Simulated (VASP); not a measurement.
# SnO (P6_3/mmc) in VASP: single point with PBE

Aim: the single point of SnO with PBE.

All numbers are computed with VASP 6.6.1; they aren't measurements. Logs are shortened: lines on timing, memory, paths and dates and some standing lists are left out, and cuts for length are marked.

**1. The cell of the first run**

It takes space group P6_3/mmc (No. 194, hexagonal). The conventional cell has a = 3.469 Å, b = 3.469 Å, c = 6.438 Å, α = 90.00°, β = 90.00°, γ = 120.00°. Sn (site symmetry -3m) has 6 O at 2.57 Å and 2 Sn at 3.22 Å within 3.4 Å. Within 3.4 Å of O (site symmetry -6m2) lie 6 Sn at 2.57 Å.

**2. Single point, PBE**

Input file INCAR:

```
SYSTEM = SnO
  PREC = Accurate
  ENCUT = 520
  EDIFF = 1E-6
  ISMEAR = 0
  SIGMA = 0.1
  LREAL = .FALSE.
  LASPH = .TRUE.
  NELM = 100
  ALGO = Normal
  ISIF = 2
  LWAVE = .FALSE.
  LCHARG = .TRUE.
  GGA = PE
  LELF = .TRUE.
  LVHAR = .TRUE.
  NBANDS = 28
```

Input file KPOINTS:

```
Automatic mesh
0
G
  18 18 8
  0 0 0
```

Input file POSCAR:

```
SnO
1.0
    3.4689528648      0.0000000000      0.0000000000
   -1.7344764324      3.0042013054      0.0000000000
    0.0000000000      0.0000000000      6.4379904662
Sn O
2 2
Direct
    0.0000000000      0.0000000000      0.0000000000
    0.0000000000      0.0000000000      0.5000000000
    0.3333333333      0.6666666667      0.7500000000
    0.6666666667      0.3333333333      0.2500000000
```

Potentials or basis: VASP PAW PBE potentials, release 64 (Sn_d, O).

The run is started by

```sh
$ cat potpaw_PBE.64/Sn_d/POTCAR potpaw_PBE.64/O/POTCAR > POTCAR
$ mpirun -np 1 vasp_std > vasp.out
```

OUTCAR:

```text
SYSTEM = SnO
   PREC = Accurate
   ENCUT = 520
   EDIFF = 1E-6
   ISMEAR = 0
   LREAL = .FALSE.
   LASPH = .TRUE.
   NELM = 100
   ISIF = 2
   GGA = PE

 ion  position               nearest neighbor table
   1  0.000  0.000  0.000-   3 2.57   4 2.57   3 2.57   4 2.57   4 2.57   3 2.57   2 3.22   2 3.22

   2  0.000  0.000  0.500-   3 2.57   4 2.57   3 2.57   4 2.57   4 2.57   3 2.57   1 3.22   1 3.22

   3  0.333  0.667  0.750-   1 2.57   2 2.57   1 2.57   2 2.57   1 2.57   2 2.57
   4  0.667  0.333  0.250-   1 2.57   2 2.57   1 2.57   2 2.57   1 2.57   2 2.57

  LATTYP: Found a hexagonal cell.
 ALAT       =     3.4689528648
 C/A-ratio  =     1.8558887126

  Lattice vectors:

 A1 = (   3.4689528648,   0.0000000000,   0.0000000000)
 A2 = (  -1.7344764324,   3.0042013054,   0.0000000000)
 A3 = (   0.0000000000,   0.0000000000,   6.4379904662)

Analysis of symmetry for initial positions (statically):
=====================================================================
 Subroutine PRICEL returns:
 Original cell was already a primitive cell.

 Routine SETGRP: Setting up the symmetry group for a
 hexagonal supercell.

 Subroutine GETGRP returns: Found 24 space group operations
 (whereof 12 operations were pure point group operations)
 out of a pool of 24 trial point group operations.

The static configuration has the point symmetry D_3d.
 The point group associated with its full space group is D_6h.

Analysis of symmetry for dynamics (positions and initial velocities):
=====================================================================
 Subroutine PRICEL returns:
 Original cell was already a primitive cell.

 Routine SETGRP: Setting up the symmetry group for a
 hexagonal supercell.

 Subroutine GETGRP returns: Found 24 space group operations
 (whereof 12 operations were pure point group operations)
 out of a pool of 24 trial point group operations.

The dynamic configuration has the point symmetry D_3d.
 The point group associated with its full space group is D_6h.

 Subroutine INISYM returns: Found 24 space group operations
 (whereof 12 operations are pure point group operations),
 and found     1 'primitive' translations

----------------------------------------------------------------------------------------

                                     Primitive cell

  volume of cell :      67.0931

  direct lattice vectors                    reciprocal lattice vectors
     3.468952865  0.000000000  0.000000000     0.288271429  0.166433587  0.000000000
    -1.734476432  3.004201305  0.000000000     0.000000000  0.332867174  0.000000000
     0.000000000  0.000000000  6.437990466     0.000000000  0.000000000  0.155327972

  length of vectors
     3.468952865  3.468952865  6.437990466     0.332867174  0.332867174  0.155327972

  position of ions in fractional coordinates (direct lattice)
     0.000000000  0.000000000  0.000000000
     0.000000000  0.000000000  0.500000000
     0.333333333  0.666666667  0.750000000
     0.666666667  0.333333333  0.250000000

  ion indices of the primitive-cell ions
   primitive index   ion index
                 1           1
                 2           2
                 3           3
                 4           4

----------------------------------------------------------------------------------------

 KPOINTS: Automatic mesh

Automatic generation of k-mesh.
 Grid dimensions read from file:
 generate k-points for:   18   18    8

 Generating k-lattice:

  Cartesian coordinates                     Fractional coordinates (reciprocal lattice)
     0.016015079  0.009246310  0.000000000     0.055555556 -0.000000000  0.000000000
     0.000000000  0.018492621  0.000000000     0.000000000  0.055555556  0.000000000
     0.000000000  0.000000000  0.019415996     0.000000000  0.000000000  0.125000000

  Length of vectors
     0.018492621  0.018492621  0.019415996

  Shift w.r.t. Gamma in fractional coordinates (k-lattice)
     0.000000000  0.000000000  0.000000000

 Subroutine IBZKPT returns following result:
 ===========================================

 Found    185 irreducible k-points:

 Following reciprocal coordinates:
            Coordinates               Weight
  0.000000  0.000000  0.000000      1.000000
  0.055556 -0.000000  0.000000      6.000000
  0.111111 -0.000000  0.000000      6.000000
  0.166667 -0.000000  0.000000      6.000000
  0.222222 -0.000000  0.000000      6.000000
  0.277778  0.000000  0.000000      6.000000
[... 16 lines left out ...]
  0.333333  0.111111  0.000000     12.000000
  0.388889  0.111111  0.000000     12.000000
 [... further k-points ...]
   k-points           NKPTS =    185   k-points in BZ     NKDIM =    185   number of bands    NBANDS=     28
   number of dos      NEDOS =    301   number of ions     NIONS =      4
   total plane-waves  NPLWV =  37632
   dimension x,y,z NGX =    28 NGY =   28 NGZ =   48
   dimension x,y,z NGXF=    56 NGYF=   56 NGZF=   96
   ions per type =               2   2
   NGX,Y,Z   is equivalent  to a cutoff of  13.42, 13.42, 12.39 a.u.
   NGXF,Y,Z  is equivalent  to a cutoff of  26.84, 26.84, 24.79 a.u.
 SYSTEM =  SnO
   PREC   = accura    normal or accurate (medium, high low for compatibility)
   ISTART =      0    job   : 0-new  1-cont  2-samecut
   ICHARG =      2    charge: 1-file 2-atom 10-const
   ISPIN  =      1    spin polarized calculation?
   LNONCOLLINEAR =      F non collinear calculations
   LSORBIT =      F    spin-orbit coupling
   LASPH  =      T    aspherical Exc in radial PAW
   ENCUT  =  520.0 eV  38.22 Ry    6.18 a.u.   6.45  6.45 11.97*2*pi/ulx,y,z
   NELM   =    100;   NELMIN=  2; NELMDL= -5     # of ELM steps
   EDIFF  = 0.1E-05   stopping-criterion for ELM
   LREAL  =      F    real-space projection
   EDIFFG = 0.1E-04   stopping-criterion for IOM
   NSW    =      0    number of steps for IOM
   IBRION =     -1    ionic relax: 0-MD 1-quasi-New 2-CG
   NFREE  =      0    steps in history (QN), initial steepest desc. (CG)
   ISIF   =      2    stress and relaxation
   ISYM   =      2    0-nonsym 1-usesym 2-fastsym
   POTIM  = 0.5000    time-step for ionic-motion
   TEBEG  =    0.0;   TEEND  =   0.0 temperature during run
   PSTRESS=    0.0 pullay stress
   NELECT =      40.0000    total number of electrons
   NUPDOWN=      -1.0000    fix difference up-down
   EMIN   =  10.00;   EMAX   =-10.00  energy-range for DOS
   EFERMI =   0.00;   METHOD = LEGACY
   ISMEAR =     0;   SIGMA  =   0.10  broadening in eV -4-tet -1-fermi 0-gaus
   EFERMI_NEDOS =   21; number of points for ismear=-14 and -15
   IALGO  =     38    algorithm
   IMIX   =      4    mixing-type and parameters
     AMIX     =   0.40;   BMIX     =  1.00
     AMIX_MAG =   1.60;   BMIX_MAG =  1.00
  volume/ion in A,a.u.               =      16.77       113.19
  Fermi-wavevector in a.u.,A,eV,Ry     =   1.377851  2.603761 25.830297  1.898473
  Thomas-Fermi vector in A             =   2.502966
   LORBIT       =      0    0 simple, 1 ext, 2 COOP (PROOUT), +10 PAW based schemes
   GGA     = PE    functional components
   LHFCALC =     F    Hartree Fock is set to
   AEXX    =    0.0000 exact exchange contribution
   IVDW    =     0    specifies the selected vdW correction
   LEPSILON=     F    determine dielectric tensor
   LRPA    =     F    only Hartree local field effects (RPA)
 non-spin polarized calculation
 Gauss-broadening in eV      SIGMA  =   0.10
  energy-cutoff  :      520.00
  volume of cell :       67.09
 maximum number of plane-waves:      1833
 NGX is ok and might be reduce to    28
   NGX = 13   NGY = 13   NGZ = 23

 number of electron      40.0000011 magnetization

 Free energy of the ion-electron system (eV)
  ---------------------------------------------------
  ext. energy  EPLUGINS =         0.00000000
  ---------------------------------------------------
  free energy    TOTEN  =       -20.64957961 eV

  energy without entropy =      -20.64784934  energy(sigma->0) =      -20.64871448

 E-fermi :   7.5199     XC(G=0): -10.6828

 val. band max:        7.4855583915   @ k =   0.4444  -0.0000   0.1250
 cond. band min:       7.5378570935   @ k =   0.4444   0.1111   0.1250
 fundamental gap:      0.0522987020
 Fermi energy:         7.5198950527

 k-point     1 :       0.0000    0.0000    0.0000
  band No.  band energies     occupation
      1     -14.3173      2.00000
      2     -14.1953      2.00000
      3     -14.1953      2.00000
      4     -14.1827      2.00000
      5     -14.1827      2.00000
      6     -14.1395      2.00000
[... 20 lines left out ...]
     27      15.3313      0.00000
     28      18.2271      0.00000

 k-point     2 :       0.0556   -0.0000    0.0000
  band No.  band energies     occupation
      1     -14.3156      2.00000
      2     -14.1966      2.00000
      3     -14.1920      2.00000
      4     -14.1832      2.00000
      5     -14.1796      2.00000
      6     -14.1452      2.00000
[... 20 lines left out ...]
     27      15.5812      0.00000
     28      17.4320      0.00000

 k-point     3 :       0.1111   -0.0000    0.0000
  band No.  band energies     occupation
      1     -14.3109      2.00000
      2     -14.2012      2.00000
      3     -14.1851      2.00000
      4     -14.1826      2.00000
      5     -14.1707      2.00000
      6     -14.1605      2.00000
[... 20 lines left out ...]
     27      15.9491      0.00000
     28      16.5704      0.00000

 k-point     4 :       0.1667   -0.0000    0.0000
  band No.  band energies     occupation
      1     -14.3042      2.00000
      2     -14.2126      2.00000
      3     -14.1886      2.00000
      4     -14.1786      2.00000
      5     -14.1684      2.00000
      6     -14.1570      2.00000
[... 20 lines left out ...]
     27      15.4811      0.00000
     28      16.6769      0.00000

 k-point     5 :       0.2222   -0.0000    0.0000
  band No.  band energies     occupation
      1     -14.2971      2.00000
      2     -14.2355      2.00000
      3     -14.1937      2.00000
      4     -14.1898      2.00000
      5     -14.1537      2.00000
      6     -14.1432      2.00000
[... 20 lines left out ...]
     27      14.7868      0.00000
     28      17.1484      0.00000

 k-point     6 :       0.2778    0.0000    0.0000
  band No.  band energies     occupation
      1     -14.2931      2.00000
      2     -14.2624      2.00000
      3     -14.1996      2.00000
      4     -14.1946      2.00000
      5     -14.1523      2.00000
      6     -14.1285      2.00000
[... 463 lines left out ...]
      5     -14.1589      2.00000
      6     -14.1306      2.00000
[... 20 lines left out ...]
     27      15.0662      0.00000
     28      17.6463      0.00000

 k-point    22 :       0.2778    0.1111    0.0000
  band No.  band energies     occupation
      1     -14.2955      2.00000
      2     -14.2740      2.00000
      3     -14.1949      2.00000
      4     -14.1947      2.00000
      5     -14.1642      2.00000
      6     -14.1166      2.00000
[... 20 lines left out ...]
     27      15.0156      0.00000
     28      18.1522      0.00000

 k-point    23 :       0.3333    0.1111    0.0000
  band No.  band energies     occupation
      1     -14.3134      2.00000
      2     -14.2718      2.00000
      3     -14.1984      2.00000
      4     -14.1934      2.00000
      5     -14.1685      2.00000
      6     -14.1119      2.00000
[... 20 lines left out ...]
     27      15.0218      0.00000
     28      18.5484      0.00000

 k-point    24 :       0.3889    0.1111    0.0000
  band No.  band energies     occupation
      1     -14.3257      2.00000
      2     -14.2702      2.00000
      3     -14.2009      2.00000
      4     -14.1917      2.00000
      5     -14.1714      2.00000
      6     -14.1157      2.00000
[... 20 lines left out ...]
     27      15.0318      0.00000
     28      18.6000      0.00000

 [... further k-points ...]
[... 5 lines left out ...]
  --------------------------------------------------------------------------------------
  -------------------------------------------------------------------------------------
  Total       -0.0086779     -0.0086779      0.0057924      0.0000000      0.0000000      0.0000000
  in kB       -0.2072278     -0.2072278      0.1383215      0.0000000      0.0000000      0.0000000
  external PRESSURE =      -0.0920447 kB  Pullay stress =       0.0000000 kB

 VOLUME and BASIS-vectors are now :
 -----------------------------------------------------------------------------
  energy-cutoff  :      520.00
  volume of cell :       67.09
      direct lattice vectors                 reciprocal lattice vectors
     3.468952865  0.000000000  0.000000000     0.288271429  0.166433587  0.000000000
    -1.734476432  3.004201305  0.000000000     0.000000000  0.332867174  0.000000000
     0.000000000  0.000000000  6.437990466     0.000000000  0.000000000  0.155327972

 POSITION                                       TOTAL-FORCE (eV/Angst)
 -----------------------------------------------------------------------------------
      0.00000      0.00000      0.00000         0.000000      0.000000     -0.000000
      0.00000      0.00000      3.21900         0.000000      0.000000     -0.000000
     -0.00000      2.00280      4.82849         0.000000      0.000000     -0.000000
      1.73448      1.00140      1.60950        -0.000000     -0.000000      0.000000
 -----------------------------------------------------------------------------------
    total drift:                                0.000000      0.000000      0.000000

  FREE ENERGIE OF THE ION-ELECTRON SYSTEM (eV)
  ---------------------------------------------------
  free  energy   TOTEN  =       -20.6495796103 eV

  energy  without entropy=      -20.6478493433  energy(sigma->0) =      -20.64871448
```

It took 4.9 min on 1 thread of AMD EPYC 7R43 (Zen 3), shared host; peak memory 0.36 GiB.

Results:

| Quantity | Value |
| --- | --- |
| Free energy | -20.6496 eV |
| Pressure | 0.0 GPa |
| Band gap on the k mesh | zero (band 20 reaches 7.78 eV, above the bottom of band 21 at 7.02 eV) |

Levels at points of the mesh, in eV from the Fermi level:
| k point | band 18 | band 19 | band 20 | band 21 | band 22 | band 23 |
| --- | --- | --- | --- | --- | --- | --- |
| (0.00, 0.00, 0.00) | -2.71 | -2.71 | -0.63 | 0.54 | 5.84 | 5.84 |
| (0.50, 0.00, 0.00) | -2.87 | -1.92 | -0.73 | -0.50 | 2.26 | 3.42 |
| (0.00, 0.00, 0.50) | -2.81 | -2.33 | -2.33 | 3.02 | 3.02 | 6.32 |
| (0.50, 0.00, 0.50) | -3.40 | -2.35 | -2.35 | 1.88 | 1.88 | 3.92 |

Caveat: spin-orbit coupling is left out, which moves the levels of the heavy elements.
